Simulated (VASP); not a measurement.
BaS, 2 atoms in the cell. Symmetry: Fm-3m, No. 225, cubic system. The conventional cell has a = 6.529 Å, b = 6.529 Å, c = 6.529 Å, α = 90.00°, β = 90.00°, γ = 90.00°. Ba (site symmetry m-3m) has 6 S at 3.26 Å within 4.3 Å. S (site symmetry m-3m) has 6 Ba at 3.26 Å within 4.3 Å.  This cell differs from its parent crystal: volume changed by +5%.

```yaml
Program: VASP 6.6.1
Task: single point
Functional: PBE
Potentials_or_basis: VASP PAW PBE potentials, release 64 (Ba_sv, S)
Cutoff: 520 eV
k_mesh: 4 × 4 × 4
Occupations: gaussian, width 0.01 eV
Spin: no spin polarisation
Dipole_correction: no
Further_INCAR_settings: ALGO = Normal; EDIFF = 1e-06; NBANDS = 15
```

Potentials or basis: VASP PAW PBE potentials, release 64 (Ba_sv, S).

The run is started by

```sh
$ cat potpaw_PBE.64/Ba_sv/POTCAR potpaw_PBE.64/S/POTCAR > POTCAR
$ mpirun -np 1 vasp_std > vasp.out
```

Hardware: 1 thread of Intel Xeon 8259CL (shared host).

**Question.** How long does it take, and how much memory?

**Answer.** It took 22 s on 1 thread of Intel Xeon 8259CL, on a shared host, peak memory 0.2 GiB. Counts: scf iterations 13, k points 8.
